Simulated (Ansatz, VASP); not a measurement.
**One calculation of V, two programs**

The input INCAR:

```
PREC = Accurate
ENCUT = 520
EDIFF = 1E-7
ISMEAR = 0
SIGMA = 0.15
LREAL = F
LASPH = T
NELM = 60
ALGO = Fast
ISIF = 2
LWAVE = F
LCHARG = F
GGA = PE
NBANDS = 12
```

KPOINTS

```
regular mesh
0
Gamma
  24 24 24
```

Contents of POSCAR:

```
V
1.0
   -1.1648707310      1.5336715030      1.5336715030
    1.5336715030     -1.1648707310      1.5336715030
    1.5336715030      1.5336715030     -1.1648707310
V
1
Direct
    0.0000000000      0.0000000000      0.0000000000
```

Input for Ansatz:

```yaml
crystal:
  lattice:
    - [-1.164870731, 1.533671503, 1.533671503]
    - [1.533671503, -1.164870731, 1.533671503]
    - [1.533671503, 1.533671503, -1.164870731]
  atoms:
    - { symbol: V, position: [0.0, 0.0, 0.0] }
basis:
  ecutwfc: 420
kpoints:
  mp_grid: { grid: [24, 24, 24] }
hamiltonian:
  xc: pbe
scf:
  occupations: { method: gaussian, width: 0.15 }
output:
  forces: true
  stress: true
  eigenvalues: true
```

Alike in both runs: task single point; functional PBE; k mesh 24 × 24 × 24; occupations gaussian, width 0.15 eV; no spin polarisation.

|  | VASP | Ansatz |
| --- | --- | --- |
| version | VASP 6.6.1 | Ansatz 0.2.0 |
| potentials or method | VASP PAW PBE potentials, release 64 (V_sv), cutoff 520 eV | scalar-relativistic, plane waves, PAW |
| valence electrons in the cell | 13 | 13 |

```tsv
	VASP	Ansatz	Ansatz less VASP
gap on the k mesh at the Fermi level (eV)	none	none	-
pressure (GPa)	0.2	-0.1	-0.31
traceless stress, the component that is largest in VASP (GPa)	-11.57	-11.58	-0.004
```

A gap of «none» marks a metal or a gap that the smearing closes.
